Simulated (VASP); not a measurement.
A run of VASP 6.6.1 is set up as follows.

Contents of INCAR:

```
ALGO = Normal
EDIFF = 1E-6
ENCUT = 520
GGA = PE
ISIF = 2
ISMEAR = -1
LASPH = T
LCHARG = F
LREAL = F
LWAVE = F
NBANDS = 58
NELM = 60
PREC = Accurate
SIGMA = 0.1
```

KPOINTS

```
k-points
0
Gamma
  10 10 3
```

Contents of POSCAR:

```
Lu
1.0
    2.5594065745      0.0000000000      0.0000000000
   -1.2797032872      2.2165111121      0.0000000000
    0.0000000000      0.0000000000      8.2027352211
Lu
4
Direct
    0.0000000000      0.0000000000      0.0000000000
    0.0000000000      0.0000000000      0.5000000000
    0.3333333333      0.6666666667      0.2500000000
    0.6666666667      0.3333333333      0.7500000000
```

Potentials or basis: VASP PAW PBE potentials, release 64 (Lu).

Launch:

```sh
$ cat potpaw_PBE.64/Lu/POTCAR > POTCAR
$ mpirun -np 1 vasp_std > vasp.out
```

Task: Estimate the band gap on the k mesh.

Result: Zero (band 50 reaches 8.80 eV, above the bottom of band 51 at 6.39 eV).

Task: What does it give for the pressure?

Result: 209.0 GPa.

Stress tensor (GPa, compression positive):
```
208.89   0.00   0.00
  0.00 208.89   0.00
  0.00   0.00 209.14
```

Caveat: spin-orbit coupling is left out, which moves the levels of the heavy elements.
